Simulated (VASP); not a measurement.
# Ag in VASP: further runs

Ag is run at these levels: PBE, PBEsol; tasks: single point, relaxation of the atoms.

All numbers are computed with VASP 6.6.1; they aren't measurements. Logs are shortened: lines on timing, memory, paths and dates and some standing lists are left out, and cuts for length are marked.

### 1 The cell of the first run

The typed cell holds 36 atoms: a = 14.805 Å, b = 14.805 Å, c = 22.208 Å, α = 22.96°, β = 22.96°, γ = 22.96°.

### 2 Single point, PBE (atoms moved at random)

The input, INCAR:

```
SYSTEM = Ag
ALGO = Normal ; EDIFF = 1E-7
ENCUT = 400 ; GGA = PE
GGA_COMPAT = .False. ; ISIF = 2
ISMEAR = 1 ; ISYM = 0
LASPH = .True. ; LCHARG = .False.
LREAL = .False. ; LWAVE = .False.
NELM = 120 ; PREC = Accurate
SIGMA = 0.1
```

The input, KPOINTS:

```
k-points
0
Gamma
  1 1 1
```

The input, POSCAR:

```
Ag
1.0
    2.9460943266      1.7009283526     14.4093000000
   -2.9460943266      1.7009283526     14.4093000000
    0.0000000000     -5.1027850575     21.6139500000
Ag
36
Direct
    0.1074750000      0.1170380000      0.0744820000
    0.1157820000      0.1151910000      0.4016670000
    0.1127050000      0.1178330000      0.7354380000
    0.1167970000      0.6124260000      0.0693480000
    0.1145410000      0.6091600000      0.4069070000
    0.1025890000      0.6130430000      0.7439830000
    0.6140710000      0.1086110000      0.0731350000
    0.6101130000      0.1160880000      0.4056360000
    0.5981840000      0.1122660000      0.7467290000
    0.6140670000      0.6081140000      0.0764880000
    0.6187300000      0.6056650000      0.4060920000
    0.6033370000      0.6146030000      0.7423120000
    0.3885480000      0.3875190000      0.2608810000
    0.3858280000      0.3934910000      0.5917170000
    0.3818400000      0.3908080000      0.9311450000
    0.3981960000      0.8813300000      0.2555740000
    0.3840180000      0.8848850000      0.5969950000
    0.3958110000      0.8868200000      0.9223160000
    0.8976760000      0.3814870000      0.2578120000
    0.8884060000      0.3877320000      0.5951560000
    0.8925720000      0.3887560000      0.9234460000
    0.8798980000      0.8949310000      0.2618730000
    0.8839300000      0.8862110000      0.5982810000
    0.8848920000      0.8901490000      0.9293440000
    0.0013030000     -0.0044400000     -0.0006400000
    0.0001260000      0.0040740000      0.3301740000
   -0.0017600000      0.0006380000      0.6683580000
   -0.0015910000      0.4932470000      0.0053330000
   -0.0040500000      0.4985860000      0.3366800000
    0.0056790000      0.4990440000      0.6633760000
    0.5038230000     -0.0033390000      0.0003740000
    0.5003630000     -0.0022480000      0.3315370000
    0.4944160000      0.0112480000      0.6649390000
    0.4939800000      0.4966360000      0.0052250000
    0.5067020000      0.4997800000      0.3274480000
    0.5054700000      0.5053300000      0.6586040000
```

Potentials or basis: VASP PAW PBE potentials, release 64 (Ag).

Started as:

```
$ cat potpaw_PBE.64/Ag/POTCAR > POTCAR
$ mpirun -np 8 vasp_std > vasp.out
```

OUTCAR:

```text
SYSTEM = Ag
   EDIFF = 1E-7
   ENCUT = 400
   GGA = PE
   ISIF = 2
   ISMEAR = 1
   ISYM = 0
   LASPH = .True.
   LREAL = .False.
   NELM = 120
   PREC = Accurate

 ion  position               nearest neighbor table
   1  0.107  0.117  0.074-  28 2.87  26 2.89   9 2.90  10 2.90   6 2.92   8 2.93  31 2.95  21 2.96
                             5 2.97  22 2.98  10 2.99  18 3.02
   2  0.116  0.115  0.402-  32 2.88  11 2.91   7 2.92  29 2.92  19 2.92   4 2.93  11 2.98  23 2.98
                            27 2.99   6 2.99  16 3.01   9 3.05
   3  0.113  0.118  0.735-  20 2.90   5 2.90  30 2.91  25 2.92   8 2.92  12 2.93  33 2.95  24 2.96
                            17 2.96   7 2.96   4 2.96  12 2.96
   4  0.117  0.612  0.069-  15 2.87  12 2.88  25 2.88  34 2.89  24 2.91   2 2.93   7 2.94   7 2.95
                            11 2.96   3 2.96  19 2.97  29 2.98
   5  0.115  0.609  0.407-   3 2.90   8 2.91  35 2.92  30 2.92  13 2.93  10 2.93  20 2.94  26 2.95
                            22 2.96   1 2.97   8 2.98  12 2.99
   6  0.103  0.613  0.744-  23 2.90  21 2.90  10 2.91   1 2.92  14 2.93   9 2.94   9 2.96  28 2.97
                            27 2.97  36 2.99   2 2.99  11 3.01
   7  0.614  0.109  0.073-  24 2.88  32 2.90  25 2.90  15 2.91   2 2.92  34 2.93   4 2.94   4 2.95
                            12 2.95  11 2.95   3 2.96  16 2.97
   8  0.610  0.116  0.406-  35 2.89  10 2.90   5 2.91   3 2.92  22 2.92  26 2.93   1 2.93  13 2.93
                            33 2.96  12 2.97   5 2.98  17 3.02
   9  0.598  0.112  0.747-  18 2.87   1 2.90  14 2.92  23 2.92   6 2.94  10 2.94   6 2.96  11 2.96
[... 41 lines left out ...]
  30  0.006  0.499  0.663-  33 2.88   3 2.91   5 2.92  14 2.92  21 2.95  23 2.95  26 2.96  35 2.96
                            25 2.97  12 3.00  33 3.02  34 3.02
  31  0.504  0.997  0.000-  16 2.87  35 2.91  10 2.91  27 2.92  24 2.93  28 2.94  26 2.94   1 2.95
                            28 2.95   9 2.96  15 2.98  36 3.01
  32  0.500  0.998  0.332-   2 2.88  36 2.90   7 2.90  11 2.90  34 2.91  29 2.93  25 2.94  29 2.96
                            27 2.97  22 2.98  17 3.00  13 3.00
  33  0.494  0.011  0.665-  30 2.88  14 2.89  18 2.90  23 2.92  35 2.93  25 2.93   3 2.95   8 2.96
                            26 2.97  30 3.02  12 3.02  34 3.02
  34  0.494  0.497  0.005-   4 2.89  32 2.91  25 2.92  29 2.93   7 2.93  13 2.95  18 2.96  12 2.96
                            25 2.97  21 2.99  30 3.02  33 3.02
  35  0.507  0.500  0.327-  10 2.84  28 2.87   8 2.89  16 2.91  31 2.91  26 2.91   5 2.92  33 2.93
                            30 2.96  19 2.97  26 2.98  14 2.99
  36  0.505  0.505  0.659-  29 2.87  32 2.90  11 2.90  17 2.91  27 2.94  27 2.95  20 2.96   9 2.97
                             6 2.99  31 3.01  28 3.03  15 3.05

IMPORTANT INFORMATION: All symmetrisations will be switched off!
NOSYMM: (Re-)initialisation of all symmetry stuff for point group C_1.

----------------------------------------------------------------------------------------

                                     Primitive cell

  volume of cell :     649.8574

  direct lattice vectors                    reciprocal lattice vectors
[... 154 lines left out ...]
  volume/ion in A,a.u.               =      18.05       121.82
  Fermi-wavevector in a.u.,A,eV,Ry     =   1.387929  2.622805 26.209536  1.926347
  Thomas-Fermi vector in A             =   2.512103
   LORBIT       =      0    0 simple, 1 ext, 2 COOP (PROOUT), +10 PAW based schemes
   GGA     = PE    functional components
   LHFCALC =     F    Hartree Fock is set to
   AEXX    =    0.0000 exact exchange contribution
   IVDW    =     0    specifies the selected vdW correction
   LEPSILON=     F    determine dielectric tensor
   LRPA    =     F    only Hartree local field effects (RPA)

   CSHIFT  =0.1000    complex shift for real part using Kramers Kronig

   OMEGAMAX=  -1.0    maximum frequency
 non-spin polarized calculation
 Methfessel and Paxton  Order N= 1 SIGMA  =   0.10
  energy-cutoff  :      400.00
  volume of cell :      649.86
 maximum number of plane-waves:     11827
 NGX is ok and might be reduce to    98

 number of electron     396.0000009 magnetization

 Free energy of the ion-electron system (eV)
  ---------------------------------------------------
  ext. energy  EPLUGINS =         0.00000000
  ---------------------------------------------------
  free energy    TOTEN  =       -82.74492620 eV

  energy without entropy =      -82.75437017  energy(sigma->0) =      -82.74807419

 E-fermi :   8.0998     XC(G=0): -11.8724

 val. band max:        8.0184183442   @ k =   0.0000   0.0000   0.0000
 cond. band min:       8.1811431950   @ k =   0.0000   0.0000   0.0000
 fundamental gap:      0.1627248507
 Fermi energy:         8.0997853227

 k-point     1 :       0.0000    0.0000    0.0000
  band No.  band energies     occupation
      1       0.2983      2.00000
      2       1.4753      2.00000
      3       1.5532      2.00000
      4       1.5938      2.00000
      5       1.6015      2.00000
      6       1.6038      2.00000
[... 202 lines left out ...]
    209       8.9273     -0.00000
    210       8.9480     -0.00000
 [bands above 210 left out]

------------------------ aborting loop because EDIFF is reached ----------------------------------------

  FORCE on cell =-STRESS in cart. coord.  units (eV):
  Direction    XX          YY          ZZ          XY          YZ          ZX
  --------------------------------------------------------------------------------------
  -------------------------------------------------------------------------------------
  Total       58.4642120     -9.4708076    -24.2444231      0.0328887     10.3408608     -0.0288474
  in kB      144.1393707    -23.3496048    -59.7729067      0.0810848     25.4946593     -0.0711213
  external PRESSURE =      20.3389530 kB  Pullay stress =       0.0000000 kB

 VOLUME and BASIS-vectors are now :
 -----------------------------------------------------------------------------
  energy-cutoff  :      400.00
  volume of cell :      649.86
      direct lattice vectors                 reciprocal lattice vectors
     2.946094327  1.700928353 14.409300000     0.169716222  0.097985707  0.023133208
    -2.946094327  1.700928353 14.409300000    -0.169716222  0.097985707  0.023133208
     0.000000000 -5.102785058 21.613950000     0.000000000 -0.130647609  0.015422139

 POSITION                                       TOTAL-FORCE (eV/Angst)
 -----------------------------------------------------------------------------------
     -0.02817      0.00181      4.84493         0.201281     -0.317487     -0.127361
      0.00174     -1.65675     12.00977         0.065459     -0.502667      0.023752
     -0.01511     -3.36065     19.21761         0.043252     -0.353187      0.207230
     -1.46017      0.88649     12.00648        -0.082740     -0.429658      0.163805
     -1.45719     -0.84540     19.22289        -0.191648     -0.312597      0.089244
     -1.50385     -2.57915     26.39217         0.026402     -0.049153      0.356066
[... 28 lines left out ...]
      0.02039      0.04106     21.58015        -0.095385     -0.216982      0.182961
      0.00041     -1.64142     28.79995        -0.027887     -0.301652     -0.079094
 -----------------------------------------------------------------------------------
    total drift:                                0.000012     -0.000036      0.000368

  FREE ENERGIE OF THE ION-ELECTRON SYSTEM (eV)
  ---------------------------------------------------
  free  energy   TOTEN  =       -82.7449261958 eV

  energy  without entropy=      -82.7543701723  energy(sigma->0) =      -82.74807419
```

OSZICAR:

```text
N       E                     dE             d eps       ncg     rms          rms(c)
DAV:   1     0.252309085026E+04    0.25231E+04   -0.17322E+05   480   0.133E+03
DAV:   2     0.260986939815E+01   -0.25205E+04   -0.23932E+04   488   0.337E+02
DAV:   3    -0.899744410940E+02   -0.92584E+02   -0.90067E+02   520   0.669E+01
DAV:   4    -0.909469439914E+02   -0.97250E+00   -0.96953E+00   512   0.675E+00
DAV:   5    -0.909539569388E+02   -0.70129E-02   -0.70126E-02   496   0.580E-01    0.295E+01
DAV:   6    -0.830543403010E+02    0.78996E+01   -0.27518E+01   488   0.148E+01    0.198E+01
DAV:   7    -0.828204380141E+02    0.23390E+00   -0.44535E-01   504   0.157E+00    0.107E+01
DAV:   8    -0.827457570243E+02    0.74681E-01   -0.43040E-02   496   0.100E+00    0.499E-01
DAV:   9    -0.827444945438E+02    0.12625E-02   -0.62236E-03   496   0.604E-01    0.159E-01
DAV:  10    -0.827448018017E+02   -0.30726E-03   -0.10468E-03   504   0.954E-02    0.849E-02
DAV:  11    -0.827448921144E+02   -0.90313E-04   -0.10884E-04   512   0.714E-02    0.409E-02
DAV:  12    -0.827449288832E+02   -0.36769E-04   -0.43515E-05   504   0.316E-02    0.106E-02
DAV:  13    -0.827449267861E+02    0.20971E-05   -0.61791E-06   504   0.175E-02    0.361E-03
DAV:  14    -0.827449261853E+02    0.60087E-06   -0.13712E-06   496   0.298E-03    0.235E-03
DAV:  15    -0.827449261958E+02   -0.10579E-07   -0.13674E-07   264   0.234E-03
   1 F= -.82744926E+02 E0= -.82748074E+02  d E =0.944398E-02
```

It took 1.8 min on 8 MPI ranks of Intel Xeon Platinum 8488C (Sapphire Rapids), shared host; peak memory 0.48 GiB.

The run converged, but its numbers aren't listed here, since they failed a check.

Caveat: the k points lie up to 1.11 Å⁻¹ apart; the cell differs from its parent crystal (atoms moved at random); the mesh shows a gap though the element is a metal.

### 3 Relaxation of the atoms, PBEsol

This run uses another cell than the first one: it holds 3 atoms, not 36.

The input, INCAR:

```
SYSTEM = Ag
ALGO = Normal
EDIFF = 1E-6
EDIFFG = -0.01
ENCUT = 520
GGA = PS
IBRION = 2
ISIF = 2
ISMEAR = -1
LASPH = .TRUE.
LCHARG = .FALSE.
LREAL = .FALSE.
LWAVE = .FALSE.
NELM = 100
NSW = 60
PREC = Accurate
SIGMA = 0.05
```

The input, KPOINTS:

```
k-points
0
G
  9 9 9
  0 0 0
```

The input, POSCAR:

```
Ag
1.0
    1.4730471633      0.8504641763      7.4928360000
   -1.4730471633      0.8504641763      7.4928360000
    0.0000000000     -1.7009283525      7.4928360000
Ag
3
Direct
    0.2222810000      0.2222810000      0.2222810000
    0.7777190000      0.7777190000      0.7777190000
    0.0000000000      0.0000000000      0.0000000000
```

Potentials or basis: VASP PAW PBE potentials, release 64 (Ag).

Started as:

```
$ cat potpaw_PBE.64/Ag/POTCAR > POTCAR
$ mpirun -np 1 vasp_std > vasp.out
```

It took 6.1 min on 1 thread of Oxide Virtual Turin-like, shared host; peak memory 0.47 GiB.

The run converged. Its results:

| Property | Result |
| --- | --- |
| Free energy | -9.7208 eV |
| Pressure after relaxing | -10.1 GPa |
| Band gap on the k mesh | zero (an odd number of electrons rules out a gap without spin polarisation) |

Stress tensor (GPa, compression positive):
```
 -9.60   0.00   0.00
  0.00  -9.60   0.00
  0.00   0.00 -11.10
```

Final structure:
```
CELL_PARAMETERS angstrom
1.47305 0.85046 7.49284
-1.47305 0.85046 7.49284
0.00000 -1.70093 7.49284
ATOMIC_POSITIONS crystal
Ag 0.22228 0.22228 0.22228
Ag 0.77772 0.77772 0.77772
Ag 0.00000 0.00000 0.00000
```

Levels at points of the mesh, in eV from the Fermi level:
```tsv
k point	band 14	band 15	band 16	band 17	band 18	band 19	band 20
(0.00, 0.00, 0.00)	-3.17	-3.16	-3.15	-3.10	-3.10	6.70	6.72
```

Caveat: the relaxation stopped at its first step, so nothing moved; the PAW data sets were made with another functional, which shifts forces and pressure a little.

### 4 Relaxation of the atoms, PBEsol

This run uses another cell than the first one: it holds 3 atoms, not 36.

The input, INCAR:

```
ALGO = Normal
EDIFF = 1E-6
EDIFFG = -0.01
ENCUT = 520
GGA = PS
IBRION = 2
ISIF = 2
ISMEAR = -1
LASPH = True
LCHARG = False
LREAL = False
LWAVE = False
NELM = 100
NSW = 60
PREC = Accurate
SIGMA = 0.05
```

The input, KPOINTS:

```
k-points
0
Gamma
  9 9 9
```

The input, POSCAR:

```
Ag
1.0
    1.4730471633      0.8504641763      7.2766965000
   -1.4730471633      0.8504641763      7.2766965000
    0.0000000000     -1.7009283525      7.2766965000
Ag
3
Direct
    0.2222810000      0.2222810000      0.2222810000
    0.7777190000      0.7777190000      0.7777190000
    0.0000000000      0.0000000000      0.0000000000
```

Started as:

```
$ cat potpaw_PBE.64/Ag/POTCAR > POTCAR
$ mpirun -np 1 vasp_std > vasp.out
```

Wall time 3.2 min (1 thread of Oxide Virtual Turin-like, shared host); peak memory 0.4 GiB.

Results (log left out):

* Free energy: -9.8173 eV
* Pressure after relaxing: -8.4 GPa
* Largest force after relaxing: 0.004 eV/Å
* Band gap on the k mesh: zero (an odd number of electrons rules out a gap without spin polarisation)

Forces in eV/Å, atoms in the order of the input:
```
Ag   0.000  0.000  0.004
Ag   0.000  0.000 -0.004
Ag   0.000  0.000  0.000
```

Stress tensor (GPa, compression positive):
```
-8.69  0.00  0.00
 0.00 -8.69  0.00
 0.00  0.00 -7.94
```

Final structure:
```cif
data_structure
_symmetry_space_group_name_H-M 'P 1'
_symmetry_Int_Tables_number 1
_cell_length_a 7.4728
_cell_length_b 7.4728
_cell_length_c 7.4728
_cell_angle_alpha 22.737
_cell_angle_beta 22.737
_cell_angle_gamma 22.737
_cell_volume 54.70
loop_
_atom_site_label
_atom_site_type_symbol
_atom_site_fract_x
_atom_site_fract_y
_atom_site_fract_z
_atom_site_occupancy
Ag1 Ag 0.22228 0.22228 0.22228 1
Ag2 Ag 0.77772 0.77772 0.77772 1
Ag3 Ag 0.00000 0.00000 0.00000 1
```

Levels at points of the mesh, in eV from the Fermi level:
| k point | band 13 | band 14 | band 15 | band 16 | band 17 | band 18 | band 19 | band 20 |
| --- | --- | --- | --- | --- | --- | --- | --- | --- |
| (0.00, 0.00, 0.00) | -3.28 | -3.28 | -3.23 | -3.22 | -3.18 | -3.18 | 7.29 | 7.31 |

Caveat: the relaxation stopped at its first step, so nothing moved; the PAW data sets were made with another functional, which shifts forces and pressure a little.
